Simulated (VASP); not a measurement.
Crystal: LaScCl6.

```
CELL_PARAMETERS angstrom
0.00000 5.04435 5.04435
5.04435 0.00000 5.04435
5.04435 5.04435 0.00000
ATOMIC_POSITIONS crystal
La 0.00000 0.00000 0.00000
Sc 0.50000 0.50000 0.50000
Cl 0.24428 0.75572 0.75572
Cl 0.75572 0.24428 0.24428
Cl 0.75572 0.24428 0.75572
Cl 0.24428 0.75572 0.24428
Cl 0.75572 0.75572 0.24428
Cl 0.24428 0.24428 0.75572
```

```yaml
Program: VASP 6.6.1
Task: relaxation of cell and atoms
Functional: PBE
Potentials_or_basis: VASP PAW PBE potentials, release 64 (La, Sc_sv, Cl)
Cutoff: 600 eV
k_mesh: 4 × 4 × 4
Occupations: gaussian, width 0.1 eV
Spin: no spin polarisation
```

At the start: pressure 9.4 GPa; volume 32.09 Å³/atom.

Problem. How do energy, volume and symmetry change on relaxing?

Solution. Over 7 steps the energy falls by 367.9 meV/atom and the volume is 36.86 Å³/atom (+14.9 %); space group Fm-3m (No. 225, to 0.05 Å).

Step by step:
```tsv
step	energy change (eV)	largest force (eV/Å)	pressure (GPa)	volume (Å³)
1	0.0000	4.0000	9.40	256.71
2	-2.5049	0.0855	-3.31	333.22
3	-2.7538	0.6506	-1.57	310.32
4	-2.7535	0.6872	-1.46	309.18
5	-2.9264	0.2649	-0.22	296.83
6	-2.9388	0.0955	0.28	292.76
7	-2.9431	0.0059	0.05	294.85
```

Final structure:
```
CELL_PARAMETERS angstrom
0.00000 5.28270 5.28270
5.28270 0.00000 5.28270
5.28270 5.28270 0.00000
ATOMIC_POSITIONS crystal
La 0.00000 0.00000 0.00000
Sc 0.50000 0.50000 0.50000
Cl 0.26339 0.73660 0.73660
Cl 0.73660 0.26339 0.26339
Cl 0.73660 0.26339 0.73660
Cl 0.26339 0.73660 0.26339
Cl 0.73660 0.73660 0.26339
Cl 0.26339 0.26339 0.73660
```
